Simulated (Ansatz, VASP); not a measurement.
## Ru in VASP and in Ansatz

```
CELL_PARAMETERS angstrom
2.68948 0.00000 0.00000
-1.34474 2.32916 0.00000
0.00000 0.00000 4.25196
ATOMIC_POSITIONS crystal
Ru 0.33333 0.66667 0.25000
Ru 0.66667 0.33333 0.75000
```

Alike in both runs: functional PBEsol; k mesh 18 × 18 × 10; occupations gaussian, width 0.1 eV; no spin polarisation.

Ansatz relaxed the structure, and its values are those at the end. VASP's run is a single point on that final structure, the one shown.

```csv
,VASP,Ansatz
version,VASP 6.6.1,Ansatz 0.2.0
potentials or method,"VASP PAW PBE potentials, release 64 (Ru_pv), cutoff 520 eV","scalar-relativistic, plane waves, PAW"
valence electrons in the cell,28,32
```

VASP gave:

```
gap on the k mesh at the Fermi level (eV) : none
pressure (GPa)                            : -0.1
```

Problem. What did Ansatz give for the same quantities?

Solution. gap on the k mesh at the Fermi level (eV): none; pressure (GPa): 0.0.

VASP's potentials were made for PBE, not for PBEsol. A gap of «none» marks a metal or a gap that the smearing closes. VASP's potentials hold 28 valence electrons a cell and Ansatz's 32, so a difference there can come from the potentials and not from the codes.
